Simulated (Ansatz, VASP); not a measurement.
## Ta3N in VASP and in Ansatz

```
Ta N
1.0
     3.03222    0.00000    0.00000
    -1.51611    2.62598    0.00000
     0.00000    0.00000    7.52414
Ta N
3 1
Direct
  0.00000 0.00000 0.50000
  0.33333 0.66667 0.17393
  0.66667 0.33333 0.82607
  0.00000 0.00000 0.00000
```

Alike in both runs: task single point; functional PBE; k mesh 1 × 1 × 1; occupations gaussian, width 0.1 eV; no spin polarisation.

|  | VASP | Ansatz |
| --- | --- | --- |
| version | VASP 6.6.1 | Ansatz 0.2.0 |
| potentials or method | VASP PAW PBE potentials, release 64 (Ta_pv, N), cutoff 520 eV | scalar-relativistic, plane waves, PAW |
| valence electrons in the cell | 38 | 44 |

```csv
,VASP,Ansatz,Ansatz less VASP
gap on the k mesh at the Fermi level (eV),0.12,0.12,0.000
least direct gap on the mesh (eV),0.12,0.12,0.000
rms of the force components (eV/Å),3.936,3.935,-0.0016
```

Atom by atom the forces differ by 0.002 eV/Å (rms over components). VASP's potentials hold 38 valence electrons a cell and Ansatz's 44, so a difference there can come from the potentials and not from the codes.

The k mesh is coarse, so the values compare programs but aren't converged. Neither program's run includes spin-orbit coupling.
